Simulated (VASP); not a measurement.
# Ti (P6/mmm) in VASP: notebook, part 2 of 2

VASP 6.6.1. The steps go on from the part before.

### 3 Single point, r2SCAN

This run uses another cell than the first one, of 17.66 Å³/atom.

The input, POSCAR:

```
Ti
1.0
    4.6380182530      0.0000000000      0.0000000000
   -2.3190091265      4.0166447989      0.0000000000
    0.0000000000      0.0000000000      2.8433068421
Ti
3
Direct
    0.0000000000      0.0000000000      0.0000000000
    0.3333333333      0.6666666667      0.5000000000
    0.6666666667      0.3333333333      0.5000000000
```

The input, INCAR.step1:

```
SYSTEM = Ti
ALGO = Normal
EDIFF = 1E-4
ENCUT = 520
GGA = PE
ISMEAR = -1
LASPH = .TRUE.
LCHARG = .FALSE.
LREAL = .FALSE.
LWAVE = .TRUE.
NBANDS = 25
NELM = 80
PREC = Accurate
SIGMA = 0.1
```

The input, INCAR.step2:

```
SYSTEM = Ti
ALGO = Normal
EDIFF = 1E-6
ENCUT = 520
ISIF = 2
ISMEAR = -1
ISTART = 1
LASPH = .TRUE.
LCHARG = .TRUE.
LELF = .TRUE.
LMIXTAU = .TRUE.
LREAL = .FALSE.
LVHAR = .TRUE.
LWAVE = .FALSE.
METAGGA = R2SCAN
NBANDS = 25
NELM = 80
PREC = Accurate
SIGMA = 0.1
```

The input, KPOINTS:

```
k-points
0
G
  9 9 12
  0 0 0
```

Potentials or basis: VASP PAW PBE potentials, release 64 (Ti_sv).

Launch:

```bash
> cat potpaw_PBE.64/Ti_sv/POTCAR > POTCAR
> cp INCAR.step1 INCAR
> mpirun -np 1 vasp_std > vasp.out
> cp INCAR.step2 INCAR
> mpirun -np 1 vasp_std > vasp.out
```

OUTCAR:

```text
SYSTEM = Ti
   EDIFF = 1E-6
   ENCUT = 520
   ISIF = 2
   ISMEAR = -1
   ISTART = 1
   LASPH = .TRUE.
   LREAL = .FALSE.
   METAGGA = R2SCAN
   NELM = 80
   PREC = Accurate

 ion  position               nearest neighbor table
   1  0.000  0.000  0.000-
   2  0.333  0.667  0.500-   3 2.68   3 2.68   3 2.68
   3  0.667  0.333  0.500-   2 2.68   2 2.68   2 2.68

  LATTYP: Found a hexagonal cell.
 ALAT       =     4.6380182530
 C/A-ratio  =     0.6130434783

  Lattice vectors:

 A1 = (   4.6380182530,   0.0000000000,   0.0000000000)
 A2 = (  -2.3190091265,   4.0166447989,   0.0000000000)
 A3 = (   0.0000000000,   0.0000000000,   2.8433068421)

Analysis of symmetry for initial positions (statically):
=====================================================================
 Subroutine PRICEL returns:
 Original cell was already a primitive cell.

 Routine SETGRP: Setting up the symmetry group for a
 hexagonal supercell.

 Subroutine GETGRP returns: Found 24 space group operations
 (whereof 24 operations were pure point group operations)
 out of a pool of 24 trial point group operations.

The static configuration has the point symmetry D_6h.

Analysis of symmetry for dynamics (positions and initial velocities):
=====================================================================
 Subroutine PRICEL returns:
 Original cell was already a primitive cell.

 Routine SETGRP: Setting up the symmetry group for a
 hexagonal supercell.

 Subroutine GETGRP returns: Found 24 space group operations
 (whereof 24 operations were pure point group operations)
 out of a pool of 24 trial point group operations.

The dynamic configuration has the point symmetry D_6h.

 Subroutine INISYM returns: Found 24 space group operations
 (whereof 24 operations are pure point group operations),
 and found     1 'primitive' translations
[... 105 lines left out ...]
   POTIM  = 0.5000    time-step for ionic-motion
   TEBEG  =    0.0;   TEEND  =   0.0 temperature during run
   PSTRESS=    0.0 pullay stress
   NELECT =      36.0000    total number of electrons
   NUPDOWN=      -1.0000    fix difference up-down
   EMIN   =  10.00;   EMAX   =-10.00  energy-range for DOS
   EFERMI =   0.00;   METHOD = LEGACY
   ISMEAR =    -1;   SIGMA  =   0.10  broadening in eV -4-tet -1-fermi 0-gaus
   EFERMI_NEDOS =   21; number of points for ismear=-14 and -15
   IALGO  =     38    algorithm
   IMIX   =      4    mixing-type and parameters
     AMIX     =   0.40;   BMIX     =  1.00
     AMIX_MAG =   1.60;   BMIX_MAG =  1.00
  volume/ion in A,a.u.               =      17.66       119.15
  Fermi-wavevector in a.u.,A,eV,Ry     =   1.439359  2.719994 28.187929  2.071754
  Thomas-Fermi vector in A             =   2.558223
   LORBIT       =      0    0 simple, 1 ext, 2 COOP (PROOUT), +10 PAW based schemes
   METAGGA = R2SCAN    functional components
   LHFCALC =     F    Hartree Fock is set to
   AEXX    =    0.0000 exact exchange contribution
   IVDW    =     0    specifies the selected vdW correction
   LEPSILON=     F    determine dielectric tensor
   LRPA    =     F    only Hartree local field effects (RPA)
 non-spin polarized calculation
  energy-cutoff  :      520.00
  volume of cell :       52.97
 maximum number of plane-waves:      1450
 NGX is ok and might be reduce to    36
   NGX = 17   NGY = 17   NGZ = 11

 number of electron      35.9999988 magnetization

 Free energy of the ion-electron system (eV)
  ---------------------------------------------------
  ext. energy  EPLUGINS =         0.00000000
  ---------------------------------------------------
  free energy    TOTEN  =       -38.92002795 eV

  energy without entropy =      -38.82979420  energy(sigma->0) =      -38.87491107

 E-fermi :   8.0820     XC(G=0): -12.3137

 val. band max:        8.0683988908   @ k =   0.0000   0.0000   0.0000
 cond. band min:       8.0837287049   @ k =   0.3333   0.2222   0.3333
 fundamental gap:      0.0153298141
 Fermi energy:         8.0819516846

 k-point     1 :       0.0000    0.0000    0.0000
  band No.  band energies     occupation
      1     -51.1968      2.00000
      2     -50.9665      2.00000
      3     -50.8233      2.00000
      4     -26.4489      2.00000
      5     -26.4488      2.00000
      6     -26.3720      2.00000
[... 661 lines left out ...]
     24      10.1121      0.00000
     25      11.0359      0.00000

 [... further k-points ...]
[... 5 lines left out ...]
  --------------------------------------------------------------------------------------
  -------------------------------------------------------------------------------------
  Total       -1.3532867     -1.3532888     -0.8727483      0.0000000      0.0000000      0.0000000
  in kB      -40.9336792    -40.9337438    -26.3985456      0.0000000      0.0000000      0.0000000
  external PRESSURE =     -36.0886562 kB  Pullay stress =       0.0000000 kB

 VOLUME and BASIS-vectors are now :
 -----------------------------------------------------------------------------
  energy-cutoff  :      520.00
  volume of cell :       52.97
      direct lattice vectors                 reciprocal lattice vectors
     4.638018253  0.000000000  0.000000000     0.215609328  0.124482006  0.000000000
    -2.319009127  4.016644799  0.000000000     0.000000000  0.248964011  0.000000000
     0.000000000  0.000000000  2.843306842     0.000000000  0.000000000  0.351703160

 POSITION                                       TOTAL-FORCE (eV/Angst)
 -----------------------------------------------------------------------------------
      0.00000      0.00000      0.00000         0.000000      0.000000      0.000000
     -0.00000      2.67776      1.42165        -0.000000      0.000000     -0.000000
      2.31901      1.33888      1.42165         0.000000     -0.000000      0.000000
 -----------------------------------------------------------------------------------
    total drift:                                0.000000      0.000000     -0.000000

  FREE ENERGIE OF THE ION-ELECTRON SYSTEM (eV)
  ---------------------------------------------------
  free  energy   TOTEN  =       -38.9200279483 eV

  energy  without entropy=      -38.8297941952  energy(sigma->0) =      -38.87491107
```

OUTCAR.step1:

```text
SYSTEM = Ti
   EDIFF = 1E-4
   ENCUT = 520
   GGA = PE
   ISMEAR = -1
   LASPH = .TRUE.
   LREAL = .FALSE.
   NELM = 80
[... 895 lines left out ...]
      0.00000      0.00000      0.00000        -0.000000      0.000000      0.000000
     -0.00000      2.67776      1.42165        -0.000000     -0.000000     -0.000000
      2.31901      1.33888      1.42165         0.000000     -0.000000      0.000000
 -----------------------------------------------------------------------------------
    total drift:                                0.000000      0.000000     -0.000000

  FREE ENERGIE OF THE ION-ELECTRON SYSTEM (eV)
  ---------------------------------------------------
  free  energy   TOTEN  =       -23.5546646049 eV

  energy  without entropy=      -23.4454680485  energy(sigma->0) =      -23.50006633
```

OSZICAR.step1:

```text
N       E                     dE             d eps       ncg     rms          rms(c)
DAV:   1     0.431027592153E+03    0.43103E+03   -0.18721E+04  4200   0.178E+03
DAV:   2     0.222394760823E+02   -0.40879E+03   -0.40200E+03  4222   0.514E+02
DAV:   3    -0.231120383569E+02   -0.45352E+02   -0.44370E+02  7795   0.148E+02
DAV:   4    -0.266732310236E+02   -0.35612E+01   -0.35369E+01  5792   0.373E+01
DAV:   5    -0.268624368727E+02   -0.18921E+00   -0.18911E+00  6545   0.719E+00    0.145E+01
DAV:   6    -0.235392225785E+02    0.33232E+01   -0.12344E+01  5073   0.326E+01    0.349E+00
DAV:   7    -0.235436386345E+02   -0.44161E-02   -0.13472E+00  6753   0.870E+00    0.268E+00
DAV:   8    -0.235607498912E+02   -0.17111E-01   -0.50865E-01  6114   0.572E+00    0.252E+00
DAV:   9    -0.235676510667E+02   -0.69012E-02   -0.26407E-01  5847   0.568E+00    0.897E-01
DAV:  10    -0.235539421402E+02    0.13709E-01   -0.82658E-02  5924   0.259E+00    0.103E-01
DAV:  11    -0.235545797973E+02   -0.63766E-03   -0.67471E-03  6087   0.615E-01    0.128E-01
DAV:  12    -0.235546646049E+02   -0.84808E-04   -0.37665E-04  5000   0.170E-01
   1 F= -.23554665E+02 E0= -.23500066E+02  d E =-.109197E+00
```

Wall time 3.3 min (1 thread of Intel Xeon 6975P-C (Granite Rapids), shared host); peak memory 0.23 GiB.

Results:

* Free energy: -38.9200 eV
* Pressure: -3.6 GPa
* Band gap on the k mesh: zero (bands 18 and 19 overlap by 0.16 eV)

Stress tensor (GPa, compression positive):
```
-4.09  0.00  0.00
 0.00 -4.09  0.00
 0.00  0.00 -2.64
```

Caveat: the cell stands under tension; the PAW data sets were made with another functional, which shifts forces and pressure a little.
